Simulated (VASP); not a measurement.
# Pt9Rh7: single point with PBE

Pt9Rh7:

```
Rh Pt
1.0
    -3.90680    3.90643   -3.90523
     3.90634    3.90645    3.90571
     3.90658   -3.90690   -3.90549
Rh Pt
7 9
Direct
  0.75152 0.50364 0.74929
  0.50304 0.74714 0.74918
  0.49755 0.24964 0.25168
  0.74613 0.74417 0.50290
  0.00020 0.99551 0.99765
  0.25387 0.49808 0.25173
  0.24935 0.75000 0.00037
  0.24909 0.99625 0.75355
  0.00025 0.24952 0.75364
  0.50019 0.99607 0.49820
  0.25359 0.25163 0.49848
  0.00019 0.50059 0.50274
  0.74709 0.99633 0.24739
  0.00032 0.74731 0.24725
  0.75142 0.24749 0.00039
  0.50015 0.50070 0.00285
```

| Property | Result |
| --- | --- |
| Program | VASP 6.6.1 |
| Task | single point |
| Functional | PBE |
| Potentials or basis | VASP PAW PBE potentials, release 64 (Rh_pv, Pt) |
| Cutoff | 520 eV |
| k mesh | 3 × 3 × 3 |
| Occupations | gaussian, width 0.1 eV |
| Spin | no spin polarisation |

* Pressure: -0.1 GPa
* Largest force: 0.009 eV/Å
* Band gap on the k mesh: zero (an odd number of electrons rules out a gap without spin polarisation)

Forces on the atoms (eV/Å):
```
Rh  -0.002 -0.005 -0.004
Rh   0.004 -0.002  0.002
Rh  -0.003  0.002 -0.002
Rh  -0.002  0.008  0.001
Rh   0.004  0.001 -0.001
Rh   0.003 -0.002  0.004
Rh   0.002 -0.001  0.000
Pt   0.000  0.003  0.003
Pt  -0.002 -0.001  0.000
Pt   0.009  0.001  0.000
Pt   0.000  0.004 -0.001
Pt  -0.006  0.000  0.002
Pt   0.000 -0.002 -0.003
Pt  -0.004 -0.002 -0.001
Pt   0.001 -0.002 -0.001
Pt  -0.004 -0.001  0.001
```

Stress tensor (GPa, compression positive):
```
-0.16 -0.04 -0.02
-0.04 -0.09  0.04
-0.02  0.04 -0.18
```

Levels at points of the mesh, in eV from the Fermi level:
```tsv
k point	band 97	band 98	band 99	band 100	band 101	band 102	band 103	band 104
(0.00, 0.00, 0.00)	0.58	0.59	0.59	0.66	0.67	0.68	1.93	1.94
```

Wall time 31 min on 1 thread of Intel Xeon 8259CL, on a shared host, peak memory 0.49 GiB.

Caveat: the k points lie up to 0.38 Å⁻¹ apart, too coarse for converged energies and pressures of a metal; spin-orbit coupling is left out, which moves the levels of the heavy elements.
